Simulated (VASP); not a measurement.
A run of VASP 6.6.1:

Contents of INCAR:

```
ALGO = Normal
EDIFF = 1E-6
EDIFFG = -0.01
ENCUT = 600
GGA = PE
IBRION = 2
ISIF = 4
ISMEAR = 0
LASPH = T
LCHARG = F
LREAL = F
LWAVE = F
NELM = 100
NSW = 50
PREC = Accurate
SIGMA = 0.01
```

File KPOINTS:

```
k-points
0
Gamma
  10 10 10
```

The input POSCAR:

```
Si
1.0
   -3.2746935437      3.2746935437      1.8943050108
    3.2746935437     -3.2746935437      1.8943050108
    3.2746935437      3.2746935437     -1.8943050108
Si
4
Direct
    0.1788670516      0.1788670516      0.3577341031
    0.8211329484      0.8211329484      0.6422658969
    0.1788670516      0.8211329484      0.0000000000
    0.8211329484      0.1788670516      0.0000000000
```

Potentials or basis: VASP PAW PBE potentials, release 64 (Si).

The run is started by

```console
$ cat potpaw_PBE.64/Si/POTCAR > POTCAR
$ mpirun -np 1 vasp_std > vasp.out
```

Hardware: 1 thread of Oxide Virtual Turin-like Processor, with other jobs on the host.

Task: Estimate the wall time of this run.

Result: Wall time 2.4 min on 1 thread of Oxide Virtual Turin-like Processor, on a shared host, peak memory 0.26 GiB. Counts: scf iterations 23, k points 102, ion steps 4.
